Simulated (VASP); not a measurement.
A run of VASP 6.6.1:

File INCAR:

```
ALGO     = Normal         # electronic algorithm
EDIFF    = 1E-6           # SCF threshold, eV
ENCUT    = 520            # plane-wave cutoff, eV
GGA      = PE             # functional
ISIF     = 2              # what is computed and relaxed
ISMEAR   = 0              # smearing method
LASPH    = True           # aspherical terms in the spheres
LCHARG   = False          # write CHGCAR
LREAL    = False          # projectors in reciprocal space
LWAVE    = False          # write WAVECAR
NBANDS   = 34             # bands
NELM     = 60             # most SCF steps
PREC     = Accurate       # precision mode
SIGMA    = 0.1            # smearing width, eV
```

File KPOINTS:

```
k-points
0
Gamma
  18 18 2
```

POSCAR

```
B3F2
1.0
    2.5592042814      0.0000000000      0.0000000000
   -1.2796021407      2.2163359212      0.0000000000
    0.0000000000      0.0000000000     22.0834906480
B F
6 4
Direct
    0.0000000000      0.0000000000      0.2500000000
    0.0000000000      0.0000000000      0.7500000000
    0.3333333333      0.6666666667      0.0224087012
    0.6666666667      0.3333333333      0.5224087012
    0.3333333333      0.6666666667      0.4775912988
    0.6666666667      0.3333333333      0.9775912988
    0.3333333333      0.6666666667      0.0823940899
    0.6666666667      0.3333333333      0.5823940899
    0.3333333333      0.6666666667      0.4176059101
    0.6666666667      0.3333333333      0.9176059101
```

Potentials or basis: VASP PAW PBE potentials, release 64 (B, F).

Run with:

```sh
$ cat potpaw_PBE.64/B/POTCAR potpaw_PBE.64/F/POTCAR > POTCAR
$ mpirun -np 1 vasp_std > vasp.out
```

Hardware: 1 thread of Intel(R) Xeon(R) Platinum 8488C (Sapphire Rapids) (shared host).

Problem. How long does it take, and how much memory?

Solution. Run time: 4.2 min on 1 thread of Intel(R) Xeon(R) Platinum 8488C (Sapphire Rapids), with other jobs on the host, peak memory 0.37 GiB. Counts: scf iterations 16, k points 74.
